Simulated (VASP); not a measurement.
Wanted: the native input for a VASP 6.6.1 run.

```
Task                   : single point
Functional             : PBEsol
Potentials or basis    : VASP PAW PBE potentials, release 64 (Pt)
Cutoff                 : 520 eV
k mesh                 : 13 × 13 × 13
Occupations            : gaussian, width 0.1 eV
Spin                   : no spin polarisation
Dipole correction      : no
Further INCAR settings : ALGO = Normal; EDIFF = 1e-06; NBANDS = 11
```

The structure of Pt lies in POSCAR:

```
Pt
1.0
   -1.6152910255      1.6152910255      1.6152910255
    1.6152910255     -1.6152910255      1.6152910255
    1.6152910255      1.6152910255     -1.6152910255
Pt
1
Direct
    0.0000000000      0.0000000000      0.0000000000
```

These files were run (other wordings do the same):

INCAR

```
  PREC = Accurate
  ENCUT = 520
  EDIFF = 1E-6
  ISMEAR = 0
  SIGMA = 0.1
  LREAL = F
  LASPH = T
  NELM = 80
  ALGO = Normal
  ISIF = 2
  LWAVE = F
  LCHARG = F
  GGA = PS
  NBANDS = 11
```

KPOINTS

```
Automatic mesh
0
Gamma
  13 13 13
```

Potentials or basis: VASP PAW PBE potentials, release 64 (Pt).

Run with:

```bash
$ cat potpaw_PBE.64/Pt/POTCAR > POTCAR
$ mpirun -np 1 vasp_std > vasp.out
```

It gave:

```yaml
Pressure: -21.7 GPa
Band_gap_on_the_k_mesh: zero (band 5 reaches 9.71 eV, above the bottom of band 6 at 7.90 eV)
```

Caveat: the PAW data sets were made with another functional, which shifts forces and pressure a little; spin-orbit coupling is left out, which moves the levels of the heavy elements.

It took 8.3 s on 1 thread of Intel(R) Xeon(R) Platinum 8375C CPU @ 2.90GHz (Ice Lake), with other jobs on the host, peak memory 0.14 GiB.
